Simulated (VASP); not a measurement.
Write the native input for VASP 6.6.1 that does the following.

```
Task                   : relaxation of the atoms
Functional             : PBE
Dispersion             : D3(BJ)
Potentials or basis    : VASP PAW PBE potentials, release 64 (C)
Cutoff                 : 520 eV
k mesh                 : 21 × 21 × 1
Occupations            : gaussian, width 0.1 eV
Spin                   : no spin polarisation
Dipole correction      : yes
Further INCAR settings : ALGO = Normal; EDIFF = 1e-06; IBRION = 2; EDIFFG = -0.003; NSW = 60
```

The structure of C lies in POSCAR:

```
C
1.0
    2.4854322621      0.0000000000      0.0000000000
   -1.2427161310      2.1353645619      0.0000000000
    0.0000000000      0.0000000000     26.0000003142
C
2
Direct
    0.0000000000      0.0000000000      0.5000000000
    0.6666666667      0.3333333333      0.5000000000
```

This cell differs from its parent crystal: strain along x +0.008.

The input as run:

INCAR

```
SYSTEM = C
PREC = Accurate ; ENCUT = 520
EDIFF = 1E-6 ; ISMEAR = 0
SIGMA = 0.1 ; LREAL = .FALSE.
LASPH = .TRUE. ; NELM = 60
ALGO = Normal ; ISIF = 2
LWAVE = .FALSE. ; LCHARG = .FALSE.
LDIPOL = .TRUE. ; IDIPOL = 3
DIPOL = 0.5 0.5 0.500 ; GGA = PE
IVDW = 12 ; IBRION = 2
NSW = 60 ; EDIFFG = -0.003
```

KPOINTS

```
regular mesh
0
G
  21 21 1
  0 0 0
```

Potentials or basis: VASP PAW PBE potentials, release 64 (C).

Launch:

```console
$ cat potpaw_PBE.64/C/POTCAR > POTCAR
$ mpirun -np 1 vasp_std > vasp.out
```

Results of the run:

```json
{"Energy gained by relaxing": "0.0 meV/atom", "Ionic steps": "3", "Dispersion energy per atom": "-0.088 eV"}
```

Caveat: the cell differs from its parent crystal (strain along x +0.008).

Wall time 9.5 min on 1 thread of Oxide Virtual Turin-like Processor, with other jobs on the host, peak memory 0.29 GiB.
